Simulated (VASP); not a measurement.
A run of VASP 6.6.1 is set up as follows.

INCAR

```
ALGO = Normal
EDIFF = 1E-6
ENCUT = 520
GGA = PE
ISIF = 2
ISMEAR = 0
LASPH = True
LCHARG = False
LREAL = False
LWAVE = False
NBANDS = 46
NELM = 100
PREC = Accurate
SIGMA = 0.1
```

File KPOINTS:

```
k-points
0
Gamma
  12 12 8
```

POSCAR

```
SiSn2Ge3
1.0
    5.4630434444      0.0000000000      0.0000000000
   -2.7315217222      4.7311344048      0.0000000000
    0.0000000000      0.0000000000      5.5455832431
Si Sn Ge
1 2 3
Direct
    0.0000000000      0.0000000000      0.0000000000
    0.6666666667      0.3333333333      0.0000000000
    0.3333333333      0.6666666667      0.0000000000
    0.0000000000      0.5000000000      0.5000000000
    0.5000000000      0.0000000000      0.5000000000
    0.5000000000      0.5000000000      0.5000000000
```

Potentials or basis: VASP PAW PBE potentials, release 64 (Si, Sn_d, Ge_d).

Run with:

```bash
$ cat potpaw_PBE.64/Si/POTCAR potpaw_PBE.64/Sn_d/POTCAR potpaw_PBE.64/Ge_d/POTCAR > POTCAR
$ mpirun -np 1 vasp_std > vasp.out
```

(1) Predict the pressure.

(2) What does it give for the band gap on the k mesh?

Answers

(1) 0.0 GPa.

(2) zero (bands 37 and 38 overlap by 3.07 eV).

Caveat: spin-orbit coupling is left out, which moves the levels of the heavy elements.
